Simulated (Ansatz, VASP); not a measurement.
## Two plane-wave programs on Y

File INCAR:

```
ALGO     = Fast           # electronic algorithm
EDIFF    = 1E-6           # SCF threshold, eV
ENCUT    = 520            # plane-wave cutoff, eV
GGA      = PS             # functional
ISIF     = 2              # what is computed and relaxed
ISMEAR   = 0              # smearing method
LASPH    = T              # aspherical terms in the spheres
LCHARG   = T              # write CHGCAR
LELF     = T              # ELF
LREAL    = F              # projectors in reciprocal space
LVHAR    = T            
LWAVE    = F              # write WAVECAR
NBANDS   = 18             # bands
NELM     = 60             # most SCF steps
PREC     = Accurate       # precision mode
SIGMA    = 0.15           # smearing width, eV
```

Contents of KPOINTS:

```
k-points
0
Gamma
  18 18 8
```

The input POSCAR:

```
Y
1.0
    3.4689242752      0.0000000000      0.0000000000
   -1.7344621376      3.0041765462      0.0000000000
    0.0000000000      0.0000000000      6.0347700000
Y
2
Direct
    0.3333333333      0.6666666667      0.2500000000
    0.6666666667      0.3333333333      0.7500000000
```

Input for Ansatz:

```yaml
crystal:
  lattice:
    - [3.4689242752, 0.0, 0.0]
    - [-1.7344621376, 3.0041765462, 0.0]
    - [0.0, 0.0, 6.03477]
  atoms:
    - { symbol: "Y", position: [0.3333333333, 0.6666666667, 0.25] }
    - { symbol: "Y", position: [0.6666666667, 0.3333333333, 0.75] }
basis:
  ecutwfc: 420
kpoints:
  mp_grid: { grid: [18, 18, 8] }
hamiltonian:
  xc: pbesol
scf:
  occupations: { method: gaussian, width: 0.15 }
output:
  forces: true
  stress: true
  eigenvalues: true
```

Change from the starting cell: strain -0.050 along x and y, +0.050 along z, atoms carried along.

Alike in both runs: task single point; functional PBEsol; k mesh 18 × 18 × 8; occupations gaussian, width 0.15 eV; no spin polarisation.

```csv
,VASP,Ansatz
version,VASP 6.6.1,Ansatz 0.2.0
potentials or method,"VASP PAW PBE potentials, release 64 (Y_sv), cutoff 520 eV","scalar-relativistic, plane waves, PAW"
valence electrons in the cell,22,22
```

Ansatz gave:

- gap on the k mesh at the Fermi level (eV): none
- pressure (GPa): -0.2
- traceless stress, the component that is largest in VASP (GPa): -3.79

Task: Which values does VASP return?

Result: gap on the k mesh at the Fermi level (eV): none; pressure (GPa): -0.3; traceless stress, the component that is largest in VASP (GPa): -3.78.

VASP's potentials were made for PBE, not for PBEsol. A gap of «none» marks a metal or a gap that the smearing closes.
